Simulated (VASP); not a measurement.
CoSn3:

```
Sn Co
1.0
     0.00000    3.37776    3.37776
     3.37776    0.00000    3.37776
     3.37776    3.37776    0.00000
Sn Co
3 1
Direct
  0.25000 0.25000 0.25000
  0.75000 0.75000 0.75000
  0.50000 0.50000 0.50000
  0.00000 0.00000 0.00000
```

```yaml
Program: VASP 6.6.1
Task: relaxation of cell and atoms
Functional: PBE
Potentials_or_basis: VASP PAW PBE potentials, release 64 (Sn_d, Co)
Cutoff: 600 eV
k_mesh: 6 × 6 × 6
Occupations: gaussian, width 0.1 eV
Spin: collinear spin, ferromagnetic start
Starting_moments: "[0.0, 0.0, 0.0, 0.82] μB"
```

At the start: pressure 12.7 GPa; volume 19.27 Å³/atom.

Problem. How do energy, volume and symmetry change on relaxing?

Solution. Over 4 steps the energy falls by 88.1 meV/atom and the volume is 22.02 Å³/atom (+14.3 %); space group Fm-3m (No. 225, to 0.1 Å) before and after; moment 0.00 μB per cell.

The path:
```csv
step,energy change (eV),largest force (eV/Å),pressure (GPa),volume (Å³)
1,0.0000,0.0000,12.75,77.08
2,-0.2341,0.0000,-4.63,95.48
3,-0.3314,0.0000,0.37,87.54
4,-0.3526,0.0000,-0.11,88.08
```

Final structure:
```
Sn Co
1.0
     0.00000    3.53138    3.53138
     3.53138    0.00000    3.53138
     3.53138    3.53138    0.00000
Sn Co
3 1
Direct
  0.25000 0.25000 0.25000
  0.75000 0.75000 0.75000
  0.50000 0.50000 0.50000
  0.00000 0.00000 0.00000
```

Caveat: the moments typed at the start vanished in this run.
